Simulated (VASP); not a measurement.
Here is a VASP 6.6.1 calculation.

Contents of INCAR:

```
SYSTEM = ZrOs3
  PREC = Accurate
  ENCUT = 600
  EDIFF = 1E-6
  ISMEAR = -1
  SIGMA = 0.15
  LREAL = .False.
  LASPH = .True.
  NELM = 120
  ALGO = Normal
  ISIF = 2
  LWAVE = .False.
  LCHARG = .False.
  GGA = PE
  NBANDS = 26
  GGA_COMPAT = .False.
```

Contents of KPOINTS:

```
Automatic mesh
0
Gamma
  5 5 5
  0 0 0
```

The input POSCAR:

```
ZrOs3
1.0
    3.9965900000      0.0000000000      0.0000000000
    0.0000000000      3.9965900000      0.0000000000
    0.0000000000      0.0000000000      3.9965900000
Zr Os
1 3
Direct
    0.0000000000      0.0000000000      0.0000000000
    0.5000000000      0.5000000000      0.0000000000
    0.0000000000      0.5000000000      0.5000000000
    0.5000000000      0.0000000000      0.5000000000
```

Potentials or basis: VASP PAW PBE potentials, release 64 (Zr_sv, Os).

Run with:

```console
$ cat potpaw_PBE.64/Zr_sv/POTCAR potpaw_PBE.64/Os/POTCAR > POTCAR
$ mpirun -np 1 vasp_std > vasp.out
```

What does it give for the pressure?

-1.7 GPa.

Estimate the band gap on the k mesh.

zero (bands 18 and 19 overlap by 3.19 eV).

Caveat: spin-orbit coupling is left out, which moves the levels of the heavy elements.
